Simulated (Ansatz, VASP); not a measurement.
# LiBr in VASP and in Ansatz

The input POSCAR:

```
LiBr
1.0
    0.0000000000      2.6836237378      2.6836237378
    2.6836237378      0.0000000000      2.6836237378
    2.6836237378      2.6836237378      0.0000000000
Li Br
1 1
Direct
    0.0000000000      0.0000000000      0.0000000000
    0.5000000000      0.5000000000      0.5000000000
```

Contents of INCAR.step1:

```
SYSTEM = LiBr
ALGO = Normal ; EDIFF = 1E-5
ENCUT = 830 ; GGA = PE
GGA_COMPAT = .False. ; ISMEAR = 0
LASPH = .True. ; LCHARG = .False.
LREAL = .False. ; LWAVE = .True.
NBANDS = 12 ; NELM = 120
PREC = Accurate ; SIGMA = 0.01
```

INCAR.step2

```
SYSTEM = LiBr
ALGO = Normal ; EDIFF = 1E-6
ENCUT = 830 ; GGA_COMPAT = .False.
ISIF = 2 ; ISMEAR = 0
ISTART = 1 ; LASPH = .True.
LCHARG = .False. ; LMIXTAU = .True.
LREAL = .False. ; LWAVE = .False.
METAGGA = R2SCAN ; NBANDS = 12
NELM = 120 ; PREC = Accurate
SIGMA = 0.01
```

Contents of KPOINTS:

```
k-points
0
Gamma
  6 6 6
  0 0 0
```

Input for Ansatz:

```yaml
crystal:
  lattice:
    - [0.0, 2.6836237378, 2.6836237378]
    - [2.6836237378, 0.0, 2.6836237378]
    - [2.6836237378, 2.6836237378, 0.0]
  atoms:
    - { symbol: Li, position: [0.0, 0.0, 0.0] }
    - { symbol: Br, position: [0.5, 0.5, 0.5] }
kpoints:
  mp_grid: { grid: [6, 6, 6] }
hamiltonian:
  xc: r2scan
scf:
  occupations: { method: fixed }
  n_extra_bands: 4
output:
  forces: true
  stress: true
  eigenvalues: true
```

Alike in both runs: task single point; functional r2SCAN; k mesh 6 × 6 × 6; no spin polarisation.

|  | VASP | Ansatz |
| --- | --- | --- |
| version | VASP 6.6.1 | Ansatz 0.2.0 |
| potentials or method | VASP PAW PBE potentials, release 64 (Li_sv, Br) | plane waves, PAW |
| plane-wave cutoff (eV) | 830 | 500 |
| occupations | gaussian, width 0.01 eV | fixed |
| valence electrons in the cell | 10 | 10 |

|  | VASP | Ansatz | Ansatz less VASP |
| --- | --- | --- | --- |
| gap on the k mesh at the Fermi level (eV) | 6.26 | 6.20 | -0.059 |
| pressure (GPa) | 1.7 | 2.0 | +0.32 |

VASP's potentials were made for PBE, not for r2SCAN.
